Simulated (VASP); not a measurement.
Write the native input for VASP 6.6.1 that does the following.

```
Task                   : single point
Functional             : PBE
Potentials or basis    : VASP PAW PBE potentials, release 64 (Sr_sv, Al)
Cutoff                 : 520 eV
k mesh                 : 8 × 8 × 8
Occupations            : gaussian, width 0.05 eV
Spin                   : no spin polarisation
Dipole correction      : no
Further INCAR settings : ALGO = Normal; EDIFF = 1e-06; NBANDS = 18
```

The structure of SrAl3 lies in POSCAR:

```
SrAl3
1.0
    4.4737020881      0.0000000000      0.0000000000
    0.0000000000      4.4737020881      0.0000000000
    0.0000000000      0.0000000000      4.4737020881
Sr Al
1 3
Direct
    0.0447057037      0.0000000000      0.0000000000
    0.0000000000      0.5000000000      0.5000000000
    0.5000000000      0.5000000000      0.0000000000
    0.5000000000      0.0000000000      0.5000000000
```

This cell differs from its parent crystal: atom 1 (Sr) moved 0.2 Å along x.

One way to write it, as run:

INCAR

```
SYSTEM = SrAl3
ALGO = Normal ; EDIFF = 1E-6
ENCUT = 520 ; GGA = PE
ISIF = 2 ; ISMEAR = 0
LASPH = .True. ; LCHARG = .True.
LELF = .True. ; LREAL = .False.
LVHAR = .True. ; LWAVE = .False.
NBANDS = 18 ; NELM = 60
PREC = Accurate ; SIGMA = 0.05
```

KPOINTS

```
k-points
0
Gamma
  8 8 8
  0 0 0
```

Potentials or basis: VASP PAW PBE potentials, release 64 (Sr_sv, Al).

The run is started by

```bash
$ cat potpaw_PBE.64/Sr_sv/POTCAR potpaw_PBE.64/Al/POTCAR > POTCAR
$ mpirun -np 1 vasp_std > vasp.out
```

It gave:

```json
{
  "Pressure": "0.5 GPa",
  "Largest force": "1.471 eV/Å"
}
```

Caveat: the cell differs from its parent crystal (atom 1 (Sr) moved 0.2 Å along x); forces of over 1 eV/Å act on the atoms, so gaps and moduli don't describe the material at rest.

Wall time 2.8 min on 1 thread of Oxide Virtual Turin-like Processor (shared host), peak memory 0.24 GiB.
